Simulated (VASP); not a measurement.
Lu: single point with revPBE

The system is Lu.

```
Lu
1.0
     0.00000    3.81008    3.81008
     3.81008    0.00000    3.81008
     3.81008    3.81008    0.00000
Lu
2
Direct
  0.12500 0.12500 0.12500
  0.87500 0.87500 0.87500
```

This cell differs from its parent crystal: volume scaled by 1.04.

```yaml
Program: VASP 6.6.1
Task: single point
Functional: revPBE
Potentials_or_basis: VASP PAW PBE potentials, release 64 (Lu)
Cutoff: 520 eV
k_mesh: 8 × 8 × 8
Occupations: fermi-dirac, width 0.1 eV
Spin: no spin polarisation
Dipole_correction: no
Further_INCAR_settings: ALGO = Normal; EDIFF = 1e-06; NBANDS = 32
```

```yaml
Pressure: -0.4 GPa
Band_gap_on_the_k_mesh: zero (band 25 reaches 0.34 eV, above the bottom of band 26 at -0.52 eV)
```

Levels at points of the mesh, in eV from the Fermi level:
```csv
k point,band 20,band 21,band 22,band 23,band 24,band 25,band 26,band 27,band 28,band 29
"(0.00, 0.00, 0.00)",-6.04,-6.04,-6.03,-4.35,0.36,0.36,0.36,0.40,0.40,1.67
"(0.50, 0.00, 0.00)",-6.05,-6.04,-6.04,-2.92,-1.08,0.21,0.32,0.32,0.57,0.57
"(0.50, 0.50, 0.00)",-6.05,-6.05,-6.05,-1.69,-1.69,-0.44,-0.44,0.70,0.70,2.01
```

It took 48 s on 1 thread of Intel(R) Xeon(R) Platinum 8559C (Emerald Rapids), on a shared host, peak memory 0.28 GiB.

Caveat: the PAW data sets were made with another functional, which shifts forces and pressure a little; spin-orbit coupling is left out, which moves the levels of the heavy elements.
